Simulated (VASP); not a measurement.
# LiSi23O48 (a cell with a defect) in VASP: single point with r2SCAN

Aim: the single point of LiSi23O48 (a cell with a defect) with r2SCAN.

Everything below comes from runs of VASP 6.6.1. Logs are shortened: lines on timing, memory, paths and dates and some standing lists are left out, and cuts for length are marked.

### 1 The cell of the first run

The cell holds a defect, 72 atoms: a = 9.902 Å, b = 9.902 Å, c = 10.886 Å, α = 90.00°, β = 90.00°, γ = 120.00°.

### 2 Single point, r2SCAN

File POSCAR:

```
LiSi23O48
1.0
    9.9016390000      0.0000000000      0.0000000000
   -4.9508190000      8.5750710000      0.0000000000
    0.0000000000      0.0000000000     10.8858800000
Si Li O
23 1 48
Direct
    0.2437150000      0.0075540000      0.1761380000
    0.2246330000      0.0163080000      0.6688650000
    0.2256380000      0.4929210000      0.1691020000
    0.2402790000      0.5154100000      0.6549090000
    0.7309040000      0.9948330000      0.1714780000
    0.7362480000      0.9984760000      0.6664750000
    0.7362960000      0.4929140000      0.1642610000
    0.7356200000      0.4844070000      0.6582780000
    0.0169530000      0.2243690000      0.3307710000
    0.0077040000      0.2435140000      0.8234420000
    0.9989120000      0.7361530000      0.3331680000
    0.9949090000      0.7301980000      0.8280420000
    0.5158580000      0.2399450000      0.3445860000
    0.4930470000      0.2250750000      0.8305110000
    0.4851320000      0.7355190000      0.3411890000
    0.4929970000      0.7359920000      0.8353710000
    0.2679890000      0.2677910000      0.9997470000
    0.2595650000      0.7637120000      0.0033910000
    0.2583870000      0.7781540000      0.5098930000
    0.7640940000      0.2595130000      0.9962510000
    0.7784600000      0.2578760000      0.4895190000
    0.7571330000      0.7568880000      0.9997470000
    0.7518940000      0.7514640000      0.4998730000
    0.2861970000      0.2856380000      0.4998540000
    0.2137420000      0.1312860000      0.1011050000
    0.1962640000      0.1531000000      0.6392930000
    0.1963580000      0.6232950000      0.1025410000
    0.2045570000      0.6605350000      0.6263820000
    0.7092580000      0.1277350000      0.1021410000
    0.7060280000      0.1254550000      0.5981740000
    0.7022680000      0.6230670000      0.1039900000
    0.7041730000      0.6176950000      0.6025670000
    0.3777400000      0.0779940000      0.2787410000
    0.3590080000      0.0593670000      0.7792020000
    0.3533730000      0.5788770000      0.2759470000
    0.3589890000      0.5777620000      0.7766530000
    0.8614220000      0.0664490000      0.2757590000
    0.8717980000      0.0779330000      0.7692180000
    0.8742780000      0.5755360000      0.2656030000
    0.8650280000      0.5652810000      0.7687140000
    0.4809140000      0.3067730000      0.4610960000
    0.4275220000      0.2989520000      0.9329350000
    0.4192970000      0.8066830000      0.4439320000
    0.4235170000      0.7964280000      0.9441270000
    0.9434750000      0.2812320000      0.4434880000
    0.9233810000      0.2943320000      0.9291100000
    0.9110100000      0.7849040000      0.4331660000
    0.9154310000      0.7846820000      0.9346460000
    0.1537630000      0.1960090000      0.3603470000
    0.1313290000      0.2134320000      0.8985270000
    0.1261360000      0.7059670000      0.4010840000
    0.1276830000      0.7084840000      0.8975500000
    0.6610610000      0.2042550000      0.3728810000
    0.6234450000      0.1960150000      0.8973050000
    0.6184430000      0.7041310000      0.3969380000
    0.6231680000      0.7019860000      0.8956400000
    0.0600380000      0.3588320000      0.2205280000
    0.0782510000      0.3773150000      0.7206790000
    0.0780910000      0.8718290000      0.2304880000
    0.0667170000      0.8606380000      0.7237150000
    0.5780720000      0.3588360000      0.2229420000
    0.5790100000      0.3525580000      0.7235010000
    0.5659760000      0.8649850000      0.2308150000
    0.5755740000      0.8739960000      0.7340410000
    0.2993170000      0.4274530000      0.0664580000
    0.3072690000      0.4803540000      0.5385580000
    0.2941810000      0.9230250000      0.0703860000
    0.2817840000      0.9431070000      0.5561140000
    0.7967570000      0.4234570000      0.0555160000
    0.8069940000      0.4187430000      0.5555590000
    0.7851910000      0.9153550000      0.0647340000
    0.7852460000      0.9103810000      0.5668470000
```

File INCAR.step1:

```
PREC = Accurate
ENCUT = 720
ISMEAR = -1
SIGMA = 0.05
LREAL = Auto
LASPH = T
NELM = 120
NBANDS = 234
NELECT = 386.0
ISYM = 0
GGA = PE
ALGO = Normal
EDIFF = 1E-5
LWAVE = T
LCHARG = F
GGA_COMPAT = F
NCORE = 4
```

File INCAR.step2:

```
PREC = Accurate
ENCUT = 720
EDIFF = 1E-6
ISMEAR = -1
SIGMA = 0.05
LREAL = Auto
LASPH = T
NELM = 120
ALGO = Normal
ISIF = 2
LWAVE = F
LCHARG = T
METAGGA = R2SCAN
LMIXTAU = T
LELF = T
LVHAR = T
NBANDS = 234
NELECT = 386.0
ISYM = 0
ISTART = 1
GGA_COMPAT = F
NCORE = 4
```

File KPOINTS:

```
Automatic mesh
0
Gamma
  1 1 1
  0.25 0.25 0.25
```

Potentials or basis: VASP PAW PBE potentials, release 64 (Si, Li_sv, O).

Started as:

```console
> cat potpaw_PBE.64/Si/POTCAR potpaw_PBE.64/Li_sv/POTCAR potpaw_PBE.64/O/POTCAR > POTCAR
> cp INCAR.step1 INCAR
> mpirun -np 4 vasp_std > vasp.out
> cp INCAR.step2 INCAR
> mpirun -np 4 vasp_std > vasp.out
```

OUTCAR:

```text
PREC = Accurate
   ENCUT = 720
   EDIFF = 1E-6
   ISMEAR = -1
   LREAL = Auto
   LASPH = T
   NELM = 120
   ISIF = 2
   METAGGA = R2SCAN
   NELECT = 386.0
   ISYM = 0
   ISTART = 1

 ion  position               nearest neighbor table
   1  0.244  0.008  0.176-  33 1.60  25 1.62  59 1.63  67 1.64  11 3.08  13 3.12  17 3.12  18 3.13

   2  0.225  0.016  0.669-  26 1.55  68 1.66  60 1.66  34 1.68  14 2.99  19 3.07  12 3.12
   3  0.226  0.493  0.169-  57 1.61  35 1.61  27 1.63  65 1.64   9 2.99  17 3.08  18 3.11  15 3.12

   4  0.240  0.515  0.655-  66 1.55  58 1.66  36 1.67  28 1.67  19 2.97  16 3.07  10 3.12
   5  0.731  0.995  0.171-  37 1.60  29 1.62  63 1.62  71 1.64  15 3.11  22 3.12  20 3.12   9 3.12

   6  0.736  0.998  0.666-  72 1.61  30 1.61  38 1.62  64 1.62  21 3.07  10 3.08  23 3.11  16 3.11

   7  0.736  0.493  0.164-  61 1.60  39 1.62  31 1.62  69 1.63  20 3.07  13 3.07  22 3.09  11 3.11

   8  0.736  0.484  0.658-  62 1.61  32 1.62  70 1.62  40 1.64  21 3.09  23 3.09  12 3.11  14 3.12

   9  0.017  0.224  0.331-  49 1.55  45 1.66  37 1.66  57 1.68   3 2.99  21 3.08   5 3.12
  10  0.008  0.244  0.823-  58 1.60  50 1.62  38 1.63  46 1.64   6 3.08   4 3.12  17 3.12  20 3.12

  11  0.999  0.736  0.333-  47 1.61  51 1.61  59 1.62  39 1.62  19 3.07   1 3.08  23 3.11   7 3.11
[... 12 lines left out ...]
  18  0.260  0.764  0.003-  67 1.61  52 1.62  27 1.62  44 1.62  16 3.07   3 3.11  12 3.12   1 3.13

  19  0.258  0.778  0.510-  68 1.61  28 1.62  43 1.64  51 1.64   4 2.97  11 3.07   2 3.07  15 3.09

  20  0.764  0.260  0.996-  46 1.61  29 1.62  54 1.62  69 1.62   7 3.07  14 3.11   5 3.12  10 3.12

  21  0.778  0.258  0.490-  45 1.61  53 1.62  70 1.64  30 1.64  13 2.97   6 3.07   9 3.08   8 3.09

  22  0.757  0.757  1.000-  48 1.61  71 1.61  56 1.62  31 1.62   7 3.09  16 3.09   5 3.12  12 3.12

  23  0.752  0.751  0.500-  72 1.61  47 1.61  32 1.61  55 1.61   8 3.09  15 3.09  11 3.11   6 3.11

  24  0.286  0.286  0.500-  41 1.88  66 1.88  49 1.91  26 1.91
  25  0.214  0.131  0.101-  17 1.61   1 1.62
  26  0.196  0.153  0.639-   2 1.55  24 1.91
  27  0.196  0.623  0.103-  18 1.62   3 1.63
  28  0.205  0.661  0.626-  19 1.62   4 1.67
  29  0.709  0.128  0.102-  20 1.62   5 1.62
  30  0.706  0.125  0.598-   6 1.61  21 1.64
[... 40 lines left out ...]
  71  0.785  0.915  0.065-  22 1.61   5 1.64
  72  0.785  0.910  0.567-   6 1.61  23 1.61

IMPORTANT INFORMATION: All symmetrisations will be switched off!
NOSYMM: (Re-)initialisation of all symmetry stuff for point group C_1.

----------------------------------------------------------------------------------------

                                     Primitive cell

  volume of cell :     924.2902

  direct lattice vectors                    reciprocal lattice vectors
     9.901639000  0.000000000  0.000000000     0.100993381  0.058308549  0.000000000
    -4.950819000  8.575071000  0.000000000     0.000000000  0.116617110  0.000000000
     0.000000000  0.000000000 10.885880000     0.000000000  0.000000000  0.091862119

  length of vectors
     9.901639000  9.901638825 10.885880000     0.116617108  0.116617110  0.091862119

  position of ions in fractional coordinates (direct lattice)
     0.243715000  0.007554000  0.176138000
     0.224633000  0.016308000  0.668865000
     0.225638000  0.492921000  0.169102000
     0.240279000  0.515410000  0.654909000
     0.730904000  0.994833000  0.171478000
     0.736248000  0.998476000  0.666475000
[... 64 lines left out ...]
     0.785191000  0.915355000  0.064734000
     0.785246000  0.910381000  0.566847000

  ion indices of the primitive-cell ions
   primitive index   ion index
                 1           1
                 2           2
                 3           3
                 4           4
                 5           5
                 6           6
[... 64 lines left out ...]
                71          71
                72          72

----------------------------------------------------------------------------------------

 KPOINTS: Automatic mesh

Automatic generation of k-mesh.
 Grid dimensions read from file:
 generate k-points for:    1    1    1

 Generating k-lattice:

  Cartesian coordinates                     Fractional coordinates (reciprocal lattice)
     0.100993381  0.058308549  0.000000000     1.000000000 -0.000000000  0.000000000
     0.000000000  0.116617110  0.000000000     0.000000000  1.000000000  0.000000000
     0.000000000  0.000000000  0.091862119     0.000000000  0.000000000  1.000000000

  Length of vectors
     0.116617108  0.116617110  0.091862119

  Shift w.r.t. Gamma in fractional coordinates (k-lattice)
     0.250000000  0.250000000  0.250000000

 Subroutine IBZKPT returns following result:
 ===========================================

 Found      6 irreducible k-points:

 Following reciprocal coordinates:
            Coordinates               Weight
  0.250000  0.250000  0.250000      2.000000
 -0.250000  0.500000  0.250000      2.000000
  0.500000  0.250000  0.250000      2.000000
 -0.250000 -0.250000  0.250000      2.000000
  0.250000  0.500000  0.250000      2.000000
  0.500000 -0.250000  0.250000      2.000000
   k-points           NKPTS =      6   k-points in BZ     NKDIM =      6   number of bands    NBANDS=    234
   number of dos      NEDOS =    301   number of ions     NIONS =     72
   total plane-waves  NPLWV = 777600
   dimension x,y,z NGX =    90 NGY =   90 NGZ =   96
   dimension x,y,z NGXF=   180 NGYF=  180 NGZF=  192
   ions per type =              23   1  48
   NGX,Y,Z   is equivalent  to a cutoff of  15.11, 15.11, 14.66 a.u.
   NGXF,Y,Z  is equivalent  to a cutoff of  30.22, 30.22, 29.32 a.u.
 SYSTEM =  unknown system
   PREC   = accura    normal or accurate (medium, high low for compatibility)
   ISTART =      1    job   : 0-new  1-cont  2-samecut
   ICHARG =      0    charge: 1-file 2-atom 10-const
   ISPIN  =      1    spin polarized calculation?
   LNONCOLLINEAR =      F non collinear calculations
   LSORBIT =      F    spin-orbit coupling
   LASPH  =      T    aspherical Exc in radial PAW
   ENCUT  =  720.0 eV  52.92 Ry    7.27 a.u.  21.66 21.66 23.82*2*pi/ulx,y,z
   NELM   =    120;   NELMIN=  2; NELMDL=  0     # of ELM steps
   EDIFF  = 0.1E-05   stopping-criterion for ELM
   LREAL  =      T    real-space projection
   EDIFFG = 0.1E-04   stopping-criterion for IOM
   NSW    =      0    number of steps for IOM
   IBRION =     -1    ionic relax: 0-MD 1-quasi-New 2-CG
   NFREE  =      0    steps in history (QN), initial steepest desc. (CG)
   ISIF   =      2    stress and relaxation
   ISYM   =      0    0-nonsym 1-usesym 2-fastsym
   POTIM  = 0.5000    time-step for ionic-motion
   TEBEG  =    0.0;   TEEND  =   0.0 temperature during run
   PSTRESS=    0.0 pullay stress
   NELECT =     386.0000    total number of electrons
   NUPDOWN=      -1.0000    fix difference up-down
   EMIN   =  10.00;   EMAX   =-10.00  energy-range for DOS
   EFERMI =   0.00;   METHOD = LEGACY
   ISMEAR =    -1;   SIGMA  =   0.05  broadening in eV -4-tet -1-fermi 0-gaus
   EFERMI_NEDOS =   21; number of points for ismear=-14 and -15
   IALGO  =     38    algorithm
   IMIX   =      4    mixing-type and parameters
     AMIX     =   0.40;   BMIX     =  1.00
     AMIX_MAG =   1.60;   BMIX_MAG =  1.00
  volume/ion in A,a.u.               =      12.84        86.63
  Fermi-wavevector in a.u.,A,eV,Ry     =   1.223680  2.312420 20.373261  1.497392
  Thomas-Fermi vector in A             =   2.358782
   LORBIT       =      0    0 simple, 1 ext, 2 COOP (PROOUT), +10 PAW based schemes
   METAGGA = R2SCAN    functional components
   LHFCALC =     F    Hartree Fock is set to
   AEXX    =    0.0000 exact exchange contribution
   IVDW    =     0    specifies the selected vdW correction
   LEPSILON=     F    determine dielectric tensor
   LRPA    =     F    only Hartree local field effects (RPA)
 non-spin polarized calculation
  energy-cutoff  :      720.00
  volume of cell :      924.29
 maximum number of plane-waves:     40564
 NGX is ok and might be reduce to    90
   NGX = 43   NGY = 43   NGZ = 47

 number of electron     386.0000013 magnetization

 Free energy of the ion-electron system (eV)
  ---------------------------------------------------
  ext. energy  EPLUGINS =         0.00000000
  ---------------------------------------------------
  free energy    TOTEN  =      -692.62978034 eV

  energy without entropy =     -692.62978034  energy(sigma->0) =     -692.62978034

 E-fermi :   3.7195     XC(G=0):  -9.6541

 val. band max:        2.3724198299   @ k =   0.2500   0.2500   0.2500
 cond. band min:       7.4915685014   @ k =  -0.2500  -0.2500   0.2500
 fundamental gap:      5.1191486715
 Fermi energy:         3.7194946057

 k-point     1 :       0.2500    0.2500    0.2500
  band No.  band energies     occupation
      1     -39.4724      2.00000
      2     -20.1537      2.00000
      3     -19.9812      2.00000
      4     -19.9355      2.00000
      5     -19.9055      2.00000
      6     -19.7431      2.00000
[... 1237 lines left out ...]
    204       9.8928      0.00000
    205       9.9971      0.00000
 [bands above 205 left out]

------------------------ aborting loop because EDIFF is reached ----------------------------------------

  FORCE on cell =-STRESS in cart. coord.  units (eV):
  Direction    XX          YY          ZZ          XY          YZ          ZX
  --------------------------------------------------------------------------------------
  -------------------------------------------------------------------------------------
  Total       10.5128877      8.8326230      8.1088631     -1.5072969     -1.0373090      1.7702618
  in kB       18.2231837     15.3105898     14.0560145     -2.6127691     -1.7980856      3.0685961
  external PRESSURE =      15.8632627 kB  Pullay stress =       0.0000000 kB

 VOLUME and BASIS-vectors are now :
 -----------------------------------------------------------------------------
  energy-cutoff  :      720.00
  volume of cell :      924.29
      direct lattice vectors                 reciprocal lattice vectors
     9.901639000  0.000000000  0.000000000     0.100993381  0.058308549  0.000000000
    -4.950819000  8.575071000  0.000000000     0.000000000  0.116617110  0.000000000
     0.000000000  0.000000000 10.885880000     0.000000000  0.000000000  0.091862119

 POSITION                                       TOTAL-FORCE (eV/Angst)
 -----------------------------------------------------------------------------------
      2.37578      0.06478      1.91742        -0.034644     -0.018351     -0.039937
      2.14350      0.13984      7.28118        -0.037147     -0.039064     -0.041918
     -0.20618      4.22683      1.84082        -0.010311      0.085506      0.002901
     -0.17255      4.41968      7.12926        -0.047783     -0.069016      0.058123
      2.31191      8.53076      1.86669        -0.044999      0.009716     -0.017945
      2.34679      8.56200      7.25517        -0.002191     -0.022715     -0.006331
[... 64 lines left out ...]
      3.24292      7.84923      0.70469        -0.085398     -0.122310      0.065307
      3.26809      7.80658      6.17063        -0.131515     -0.101052      0.069556
 -----------------------------------------------------------------------------------
    total drift:                               -0.036391     -0.002716      0.003204

  FREE ENERGIE OF THE ION-ELECTRON SYSTEM (eV)
  ---------------------------------------------------
  free  energy   TOTEN  =      -692.6297803358 eV

  energy  without entropy=     -692.6297803358  energy(sigma->0) =     -692.62978034
```

It took 58 min on 4 MPI ranks of Intel Xeon Platinum 8375C at 2.90GHz (Ice Lake), shared host; peak memory 0.74 GiB.

What came out:

- Free energy: -692.6298 eV
- Largest force: 0.310 eV/Å

Forces in eV/Å, atoms in the order of the input:
```
Si  -0.035 -0.018 -0.040
Si  -0.037 -0.039 -0.042
Si  -0.010  0.086  0.003
Si  -0.048 -0.069  0.058
Si  -0.045  0.010 -0.018
Si  -0.002 -0.023 -0.006
Si  -0.029  0.015 -0.016
Si  -0.076  0.006  0.047
Si  -0.007 -0.058  0.039
Si   0.001 -0.036  0.041
Si  -0.019 -0.015  0.003
Si   0.030 -0.036  0.019
Si  -0.038 -0.074 -0.061
Si   0.081  0.036 -0.003
Si   0.043 -0.065 -0.047
Si   0.028 -0.019  0.019
Si   0.004  0.006  0.003
Si   0.007  0.025  0.008
Si   0.004  0.085 -0.046
Si   0.018  0.020 -0.001
Si   0.075  0.047  0.044
Si   0.012  0.021  0.003
Si   0.017  0.028 -0.002
Li  -0.032  0.005  0.003
O    0.155  0.045 -0.058
O    0.187 -0.186  0.061
O    0.152  0.048 -0.066
O    0.177 -0.012 -0.179
O    0.148  0.023 -0.066
O    0.176  0.031 -0.073
O    0.162  0.040 -0.086
O    0.158  0.032 -0.097
O   -0.093  0.121 -0.069
O   -0.131  0.185 -0.093
O   -0.091  0.112 -0.094
O   -0.052  0.157 -0.101
O   -0.052  0.105 -0.101
O   -0.100  0.124 -0.095
O   -0.118  0.095 -0.060
O   -0.062  0.142 -0.072
O    0.142 -0.112 -0.251
O   -0.058 -0.185 -0.066
O   -0.060 -0.176 -0.043
O   -0.056 -0.170 -0.100
O   -0.084 -0.132 -0.113
O   -0.067 -0.141 -0.052
O   -0.028 -0.164 -0.071
O   -0.060 -0.136 -0.066
O   -0.258  0.069 -0.059
O   -0.039  0.154  0.056
O   -0.059  0.166  0.079
O   -0.055  0.141  0.063
O   -0.098  0.146  0.183
O   -0.036  0.155  0.061
O   -0.047  0.153  0.099
O   -0.046  0.159  0.083
O    0.224 -0.020  0.094
O    0.152 -0.019  0.067
O    0.162 -0.023  0.094
O    0.117  0.011  0.099
O    0.163  0.035  0.104
O    0.145 -0.019  0.095
O    0.154  0.017  0.068
O    0.143 -0.055  0.059
O   -0.130 -0.147  0.064
O   -0.167  0.070  0.252
O   -0.086 -0.130  0.049
O   -0.074 -0.140  0.117
O   -0.117 -0.138  0.096
O   -0.123 -0.141  0.047
O   -0.085 -0.122  0.065
O   -0.132 -0.101  0.070
```

Caveat: the cell carries a net charge on a neutralising background, which shifts energy and pressure; the cell is charged against a uniform background, so pressure and absolute levels hang on convention; the PAW data sets were made with another functional, which shifts forces and pressure a little.
